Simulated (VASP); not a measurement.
Set up this calculation in VASP 6.6.1, as the native input.

```yaml
Task: single point
Functional: PBE
Potentials_or_basis: VASP PAW PBE potentials, release 64 (Ta_pv, W_sv, N)
Cutoff: 520 eV
k_mesh: 3 × 3 × 4
Occupations: gaussian, width 0.15 eV
Spin: no spin polarisation
Dipole_correction: no
Further_INCAR_settings: ALGO = Normal; EDIFF = 1e-06; NBANDS = 38
```

The structure of TaW2N4 lies in POSCAR:

```
TaW2N4
1.0
    3.0356247022     -4.1460809540      0.0000000000
    3.0356247022      4.1460809540      0.0000000000
    0.0000000000      0.0000000000      3.0608331558
Ta W N
1 2 4
Direct
    0.0000000000      0.0000000000      0.0000000000
    0.0000000000      0.5000000000      0.5000000000
    0.5000000000      0.0000000000      0.5000000000
    0.2438350578      0.2438350578      0.5000000000
    0.7561649422      0.7561649422      0.5000000000
    0.7386815287      0.2613184713      0.0000000000
    0.2613184713      0.7386815287      0.0000000000
```

The cell was built from a structure type or drawn by symmetry, and may not be a known phase.

The input as run:

INCAR

```
PREC     = Accurate       # precision mode
ENCUT    = 520            # plane-wave cutoff, eV
EDIFF    = 1E-6           # SCF threshold, eV
ISMEAR   = 0              # smearing method
SIGMA    = 0.15           # smearing width, eV
LREAL    = False          # projectors in reciprocal space
LASPH    = True           # aspherical terms in the spheres
NELM     = 100            # most SCF steps
ALGO     = Normal         # electronic algorithm
ISIF     = 2              # what is computed and relaxed
LWAVE    = False          # write WAVECAR
LCHARG   = False          # write CHGCAR
GGA      = PE             # functional
NBANDS   = 38             # bands
```

KPOINTS

```
Automatic mesh
0
Gamma
  3 3 4
```

Potentials or basis: VASP PAW PBE potentials, release 64 (Ta_pv, W_sv, N).

Launch:

```bash
$ cat potpaw_PBE.64/Ta_pv/POTCAR potpaw_PBE.64/W_sv/POTCAR potpaw_PBE.64/N/POTCAR > POTCAR
$ mpirun -np 1 vasp_std > vasp.out
```

Results of the run:

* Pressure: 1.0 GPa
* Largest force: 0.036 eV/Å
* Band gap on the k mesh: zero (an odd number of electrons rules out a gap without spin polarisation)

Caveat: the k points lie up to 0.51 Å⁻¹ apart, too coarse for converged energies and pressures of a metal; spin-orbit coupling is left out, which moves the levels of the heavy elements.

Wall time 27 s on 1 thread of AMD EPYC 9R45 96-Core Processor (Zen 5) (shared host), peak memory 0.17 GiB.
